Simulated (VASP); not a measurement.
## GaF: single point with PBE

GaF:

```
CELL_PARAMETERS angstrom
3.16592 0.00000 0.00000
0.00000 3.16592 0.00000
0.00000 0.00000 3.16592
ATOMIC_POSITIONS crystal
Ga 0.00000 0.00000 0.00000
F 0.50000 0.50000 0.50000
```

```json
{"Program": "VASP 6.6.1", "Task": "single point", "Functional": "PBE", "Potentials or basis": "VASP PAW PBE potentials, release 64 (Ga_d, F)", "Cutoff": "520 eV", "k mesh": "8 × 8 × 8", "Occupations": "gaussian, width 0.01 eV", "Spin": "no spin polarisation"}
```

- Pressure: -0.1 GPa
- Band gap on the k mesh: 0.33 eV, indirect (least direct gap 1.12 eV)

Levels at points of the mesh, in eV from the valence-band top:
```
           k point  band 6  band 7  band 8  band 9  band 10  band 11  band 12  band 13  band 14  band 15
(0.00, 0.00, 0.00)  -14.15   -6.08   -3.45   -3.45    -3.45     8.32     8.32     8.32     9.78     9.78
(0.50, 0.00, 0.00)  -14.15   -6.83   -3.18   -3.18    -0.79     0.33     8.46     8.46    12.55    14.16
(0.50, 0.50, 0.00)  -14.11   -4.87   -4.87   -3.08    -2.64     3.44     3.44     9.15    10.34    16.14
(0.50, 0.50, 0.50)  -14.11   -4.01   -4.01   -4.01     0.00     2.34     2.34     2.34    11.95    11.95
```

It took 20 s on 1 thread of AMD EPYC 7R13, on a shared host, peak memory 0.12 GiB.

A k mesh can miss the band edges.
